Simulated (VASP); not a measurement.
# Te2Mo (P6_3/mmc) in VASP: single point with PBE

Aim: the single point of Te2Mo with PBE.

All numbers are computed with VASP 6.6.1; they aren't measurements. Logs are shortened: lines on timing, memory, paths and dates and some standing lists are left out, and cuts for length are marked.

## (1) The cell of the first run

It takes space group P6_3/mmc (No. 194, hexagonal). The conventional cell has a = 3.518 Å, b = 3.518 Å, c = 13.974 Å, α = 90.00°, β = 90.00°, γ = 120.00°. Within 3.7 Å of Te (site symmetry 3m) lie 3 Mo at 2.72 Å and 7 Te at 3.52 to 3.63 Å. Mo (site symmetry -6m2) has 6 Te at 2.72 Å and 6 Mo at 3.52 Å within 3.6 Å.

## (2) Single point, PBE

Input file INCAR:

```
SYSTEM = Te2Mo
PREC = Accurate
ENCUT = 520
EDIFF = 1E-6
ISMEAR = 0
SIGMA = 0.01
LREAL = .FALSE.
LASPH = .TRUE.
NELM = 60
ALGO = Normal
ISIF = 2
LWAVE = .FALSE.
LCHARG = .TRUE.
GGA = PE
LELF = .TRUE.
LVHAR = .TRUE.
NBANDS = 35
```

Input file KPOINTS:

```
Automatic mesh
0
G
  12 12 3
  0 0 0
```

Input file POSCAR:

```
Te2Mo
1.0
    3.5182000000      0.0000000000      0.0000000000
   -1.7591000000      3.0468505756      0.0000000000
    0.0000000000      0.0000000000     13.9736000000
Te Mo
4 2
Direct
    0.3333333333      0.6666666667      0.6201226892
    0.6666666667      0.3333333333      0.1201226892
    0.3333333333      0.6666666667      0.8798773108
    0.6666666667      0.3333333333      0.3798773108
    0.3333333333      0.6666666667      0.2500000000
    0.6666666667      0.3333333333      0.7500000000
```

Potentials or basis: VASP PAW PBE potentials, release 64 (Te, Mo_sv).

Launch:

```bash
$ cat potpaw_PBE.64/Te/POTCAR potpaw_PBE.64/Mo_sv/POTCAR > POTCAR
$ mpirun -np 1 vasp_std > vasp.out
```

OUTCAR:

```text
SYSTEM = Te2Mo
   PREC = Accurate
   ENCUT = 520
   EDIFF = 1E-6
   ISMEAR = 0
   LREAL = .FALSE.
   LASPH = .TRUE.
   NELM = 60
   ISIF = 2
   GGA = PE

 ion  position               nearest neighbor table
   1  0.333  0.667  0.620-   6 2.72   6 2.72   6 2.72   3 3.63
   2  0.667  0.333  0.120-   5 2.72   5 2.72   5 2.72   4 3.63
   3  0.333  0.667  0.880-   6 2.72   6 2.72   6 2.72   1 3.63
   4  0.667  0.333  0.380-   5 2.72   5 2.72   5 2.72   2 3.63
   5  0.333  0.667  0.250-   2 2.72   4 2.72   2 2.72   4 2.72   2 2.72   4 2.72
   6  0.667  0.333  0.750-   1 2.72   3 2.72   1 2.72   3 2.72   1 2.72   3 2.72

  LATTYP: Found a hexagonal cell.
 ALAT       =     3.5182000000
 C/A-ratio  =     3.9718037633

  Lattice vectors:

 A1 = (   3.5182000000,   0.0000000000,   0.0000000000)
 A2 = (  -1.7591000000,   3.0468505756,   0.0000000000)
 A3 = (   0.0000000000,   0.0000000000,  13.9736000000)

Analysis of symmetry for initial positions (statically):
=====================================================================
 Subroutine PRICEL returns:
 Original cell was already a primitive cell.

 Routine SETGRP: Setting up the symmetry group for a
 hexagonal supercell.

 Subroutine GETGRP returns: Found 24 space group operations
 (whereof 12 operations were pure point group operations)
 out of a pool of 24 trial point group operations.

The static configuration has the point symmetry D_3d.
 The point group associated with its full space group is D_6h.

Analysis of symmetry for dynamics (positions and initial velocities):
=====================================================================
 Subroutine PRICEL returns:
 Original cell was already a primitive cell.

 Routine SETGRP: Setting up the symmetry group for a
 hexagonal supercell.

 Subroutine GETGRP returns: Found 24 space group operations
 (whereof 12 operations were pure point group operations)
 out of a pool of 24 trial point group operations.

The dynamic configuration has the point symmetry D_3d.
 The point group associated with its full space group is D_6h.

 Subroutine INISYM returns: Found 24 space group operations
 (whereof 12 operations are pure point group operations),
 and found     1 'primitive' translations

----------------------------------------------------------------------------------------

                                     Primitive cell

  volume of cell :     149.7890

  direct lattice vectors                    reciprocal lattice vectors
     3.518200000  0.000000000  0.000000000     0.284236257  0.164103880  0.000000000
    -1.759100000  3.046850576  0.000000000     0.000000000  0.328207759  0.000000000
     0.000000000  0.000000000 13.973600000     0.000000000  0.000000000  0.071563520

  length of vectors
     3.518200000  3.518200000 13.973600000     0.328207759  0.328207759  0.071563520

  position of ions in fractional coordinates (direct lattice)
     0.333333333  0.666666667  0.620122689
     0.666666667  0.333333333  0.120122689
     0.333333333  0.666666667  0.879877311
     0.666666667  0.333333333  0.379877311
     0.333333333  0.666666667  0.250000000
     0.666666667  0.333333333  0.750000000

  ion indices of the primitive-cell ions
   primitive index   ion index
                 1           1
                 2           2
                 3           3
                 4           4
                 5           5
                 6           6

----------------------------------------------------------------------------------------

 KPOINTS: Automatic mesh

Automatic generation of k-mesh.
 Grid dimensions read from file:
 generate k-points for:   12   12    3

 Generating k-lattice:

  Cartesian coordinates                     Fractional coordinates (reciprocal lattice)
     0.023686355  0.013675323  0.000000000     0.083333333  0.000000000  0.000000000
     0.000000000  0.027350647  0.000000000     0.000000000  0.083333333  0.000000000
     0.000000000  0.000000000  0.023854507     0.000000000  0.000000000  0.333333333

  Length of vectors
     0.027350647  0.027350647  0.023854507

  Shift w.r.t. Gamma in fractional coordinates (k-lattice)
     0.000000000  0.000000000  0.000000000

 Subroutine IBZKPT returns following result:
 ===========================================

 Found     38 irreducible k-points:

 Following reciprocal coordinates:
            Coordinates               Weight
  0.000000  0.000000  0.000000      1.000000
  0.083333  0.000000  0.000000      6.000000
  0.166667  0.000000  0.000000      6.000000
  0.250000  0.000000  0.000000      6.000000
  0.333333  0.000000  0.000000      6.000000
  0.416667  0.000000  0.000000      6.000000
[... 16 lines left out ...]
  0.250000  0.000000  0.333333     12.000000
  0.333333  0.000000  0.333333     12.000000
 [... further k-points ...]
   k-points           NKPTS =     38   k-points in BZ     NKDIM =     38   number of bands    NBANDS=     35
   number of dos      NEDOS =    301   number of ions     NIONS =      6
   total plane-waves  NPLWV =  84672
   dimension x,y,z NGX =    28 NGY =   28 NGZ =  108
   dimension x,y,z NGXF=    56 NGYF=   56 NGZF=  216
   ions per type =               4   2
   NGX,Y,Z   is equivalent  to a cutoff of  13.23, 13.23, 12.85 a.u.
   NGXF,Y,Z  is equivalent  to a cutoff of  26.46, 26.46, 25.70 a.u.
 SYSTEM =  Te2Mo
   PREC   = accura    normal or accurate (medium, high low for compatibility)
   ISTART =      0    job   : 0-new  1-cont  2-samecut
   ICHARG =      2    charge: 1-file 2-atom 10-const
   ISPIN  =      1    spin polarized calculation?
   LNONCOLLINEAR =      F non collinear calculations
   LSORBIT =      F    spin-orbit coupling
   LASPH  =      T    aspherical Exc in radial PAW
   ENCUT  =  520.0 eV  38.22 Ry    6.18 a.u.   6.54  6.54 25.98*2*pi/ulx,y,z
   NELM   =     60;   NELMIN=  2; NELMDL= -5     # of ELM steps
   EDIFF  = 0.1E-05   stopping-criterion for ELM
   LREAL  =      F    real-space projection
   EDIFFG = 0.1E-04   stopping-criterion for IOM
   NSW    =      0    number of steps for IOM
   IBRION =     -1    ionic relax: 0-MD 1-quasi-New 2-CG
   NFREE  =      0    steps in history (QN), initial steepest desc. (CG)
   ISIF   =      2    stress and relaxation
   ISYM   =      2    0-nonsym 1-usesym 2-fastsym
   POTIM  = 0.5000    time-step for ionic-motion
   TEBEG  =    0.0;   TEEND  =   0.0 temperature during run
   PSTRESS=    0.0 pullay stress
   NELECT =      52.0000    total number of electrons
   NUPDOWN=      -1.0000    fix difference up-down
   EMIN   =  10.00;   EMAX   =-10.00  energy-range for DOS
   EFERMI =   0.00;   METHOD = LEGACY
   ISMEAR =     0;   SIGMA  =   0.01  broadening in eV -4-tet -1-fermi 0-gaus
   EFERMI_NEDOS =   21; number of points for ismear=-14 and -15
   IALGO  =     38    algorithm
   IMIX   =      4    mixing-type and parameters
     AMIX     =   0.40;   BMIX     =  1.00
     AMIX_MAG =   1.60;   BMIX_MAG =  1.00
  volume/ion in A,a.u.               =      24.96       168.47
  Fermi-wavevector in a.u.,A,eV,Ry     =   1.150578  2.174277 18.011787  1.323829
  Thomas-Fermi vector in A             =   2.287241
   LORBIT       =      0    0 simple, 1 ext, 2 COOP (PROOUT), +10 PAW based schemes
   GGA     = PE    functional components
   LHFCALC =     F    Hartree Fock is set to
   AEXX    =    0.0000 exact exchange contribution
   IVDW    =     0    specifies the selected vdW correction
   LEPSILON=     F    determine dielectric tensor
   LRPA    =     F    only Hartree local field effects (RPA)
 non-spin polarized calculation
 Gauss-broadening in eV      SIGMA  =   0.01
  energy-cutoff  :      520.00
  volume of cell :      149.79
 maximum number of plane-waves:      4095
 NGX is ok and might be reduce to    28
   NGX = 13   NGY = 13   NGZ = 51

 number of electron      51.9999997 magnetization

 Free energy of the ion-electron system (eV)
  ---------------------------------------------------
  ext. energy  EPLUGINS =         0.00000000
  ---------------------------------------------------
  free energy    TOTEN  =       -35.99246174 eV

  energy without entropy =      -35.99246174  energy(sigma->0) =      -35.99246174

 E-fermi :   8.2515     XC(G=0): -10.4539

 val. band max:        8.1432276140   @ k =   0.0000   0.0000   0.0000
 cond. band min:       8.8910694068   @ k =   0.2500   0.1667   0.0000
 fundamental gap:      0.7478417928
 Fermi energy:         8.2514631958

 k-point     1 :       0.0000    0.0000    0.0000
  band No.  band energies     occupation
      1     -52.6676      2.00000
      2     -52.6676      2.00000
      3     -26.8328      2.00000
      4     -26.8328      2.00000
      5     -26.7056      2.00000
      6     -26.7056      2.00000
[... 27 lines left out ...]
     34      11.5216      0.00000
     35      13.8481      0.00000

 k-point     2 :       0.0833    0.0000    0.0000
  band No.  band energies     occupation
      1     -52.6669      2.00000
      2     -52.6669      2.00000
      3     -26.8309      2.00000
      4     -26.8308      2.00000
      5     -26.7143      2.00000
      6     -26.7143      2.00000
[... 27 lines left out ...]
     34      11.3323      0.00000
     35      14.2866      0.00000

 k-point     3 :       0.1667    0.0000    0.0000
  band No.  band energies     occupation
      1     -52.6651      2.00000
      2     -52.6651      2.00000
      3     -26.8257      2.00000
      4     -26.8256      2.00000
      5     -26.7381      2.00000
      6     -26.7381      2.00000
[... 27 lines left out ...]
     34      11.5344      0.00000
     35      14.5129      0.00000
[... 723 lines left out ...]
 k-point    23 :       0.2500    0.0000    0.3333
  band No.  band energies     occupation
      1     -52.6627      2.00000
      2     -52.6627      2.00000
      3     -26.8185      2.00000
      4     -26.8185      2.00000
      5     -26.7704      2.00000
      6     -26.7704      2.00000
[... 27 lines left out ...]
     34      11.6486      0.00000
     35      14.2422      0.00000

 k-point    24 :       0.3333    0.0000    0.3333
  band No.  band energies     occupation
      1     -52.6603      2.00000
      2     -52.6603      2.00000
      3     -26.8114      2.00000
      4     -26.8114      2.00000
      5     -26.8024      2.00000
      6     -26.8024      2.00000
[... 27 lines left out ...]
     34      11.7536      0.00000
     35      13.2035      0.00000

 [... further k-points ...]

------------------------ aborting loop because EDIFF is reached ----------------------------------------

  FORCE on cell =-STRESS in cart. coord.  units (eV):
  Direction    XX          YY          ZZ          XY          YZ          ZX
  --------------------------------------------------------------------------------------
  -------------------------------------------------------------------------------------
  Total        2.0666275      2.0666275      2.0822713      0.0000000      0.0000000     -0.0000000
  in kB       22.1051163     22.1051163     22.2724458      0.0000000      0.0000000     -0.0000000
  external PRESSURE =      22.1608928 kB  Pullay stress =       0.0000000 kB

 VOLUME and BASIS-vectors are now :
 -----------------------------------------------------------------------------
  energy-cutoff  :      520.00
  volume of cell :      149.79
      direct lattice vectors                 reciprocal lattice vectors
     3.518200000  0.000000000  0.000000000     0.284236257  0.164103880  0.000000000
    -1.759100000  3.046850576  0.000000000     0.000000000  0.328207759  0.000000000
     0.000000000  0.000000000 13.973600000     0.000000000  0.000000000  0.071563520

 POSITION                                       TOTAL-FORCE (eV/Angst)
 -----------------------------------------------------------------------------------
     -0.00000      2.03123      8.66535        -0.000000      0.000000     -0.013643
      1.75910      1.01562      1.67855        -0.000000     -0.000000     -0.013643
     -0.00000      2.03123     12.29505        -0.000000      0.000000      0.013643
      1.75910      1.01562      5.30825         0.000000     -0.000000      0.013643
     -0.00000      2.03123      3.49340        -0.000000     -0.000000     -0.000000
      1.75910      1.01562     10.48020         0.000000      0.000000     -0.000000
 -----------------------------------------------------------------------------------
    total drift:                               -0.000000      0.000000     -0.000000

  FREE ENERGIE OF THE ION-ELECTRON SYSTEM (eV)
  ---------------------------------------------------
  free  energy   TOTEN  =       -35.9924617401 eV

  energy  without entropy=      -35.9924617401  energy(sigma->0) =      -35.99246174
```

Run time: 5.6 min. Hardware: 1 thread of Intel Xeon 8259CL, shared host; peak memory 0.38 GiB.

What came out:

- Free energy: -35.9925 eV
- Pressure: 2.2 GPa
- Largest force: 0.014 eV/Å
- Band gap on the k mesh: 0.75 eV (least direct gap 1.05 eV)

Forces on the atoms (eV/Å):
```
Te   0.000  0.000 -0.014
Te   0.000  0.000 -0.014
Te   0.000  0.000  0.014
Te   0.000  0.000  0.014
Mo   0.000  0.000  0.000
Mo   0.000  0.000  0.000
```

Caveat: spin-orbit coupling is left out, which moves the levels of the heavy elements; an odd mesh through Γ misses points on the zone boundary, where band edges can lie; this functional lacks dispersion, which binds the layers, so the pressure and a relaxed spacing across them are unreliable.
